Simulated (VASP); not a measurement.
Set up this calculation in VASP 6.6.1, as the native input.

```yaml
Task: single point
Functional: LDA
Potentials_or_basis: VASP PAW LDA potentials, release 64 (Ge_d, Ga_d)
Cutoff: 520 eV
k_mesh: 8 × 8 × 8
Occupations: fermi-dirac, width 0.05 eV
Spin: no spin polarisation
Dipole_correction: no
Further_INCAR_settings: ALGO = Normal; EDIFF = 1e-07; NBANDS = 20
```

The structure of GaGe lies in POSCAR:

```
GaGe
1.0
    0.0000000000      2.9359778994      2.9359778994
    2.9359778994      0.0000000000      2.9359778994
    2.9359778994      2.9359778994      0.0000000000
Ge Ga
1 1
Direct
    0.0000000000      0.0000000000      0.0000000000
    0.2500000000      0.2500000000      0.2500000000
```

The input as run:

INCAR

```
SYSTEM = GaGe
PREC = Accurate ; ENCUT = 520
EDIFF = 1E-7 ; ISMEAR = -1
SIGMA = 0.05 ; LREAL = .False.
LASPH = .True. ; NELM = 80
ALGO = Normal ; ISIF = 2
LWAVE = .False. ; LCHARG = .False.
NBANDS = 20
```

KPOINTS

```
Automatic mesh
0
Gamma
  8 8 8
  0 0 0
```

Potentials or basis: VASP PAW LDA potentials, release 64 (Ge_d, Ga_d).

The run is started by

```bash
$ cat potpaw_LDA.64/Ge_d/POTCAR potpaw_LDA.64/Ga_d/POTCAR > POTCAR
$ mpirun -np 1 vasp_std > vasp.out
```

Results of the run:

* Pressure: -5.5 GPa

It took 8.9 s on 1 thread of Intel(R) Xeon(R) 6975P-C (Granite Rapids) (shared host), peak memory 0.17 GiB.
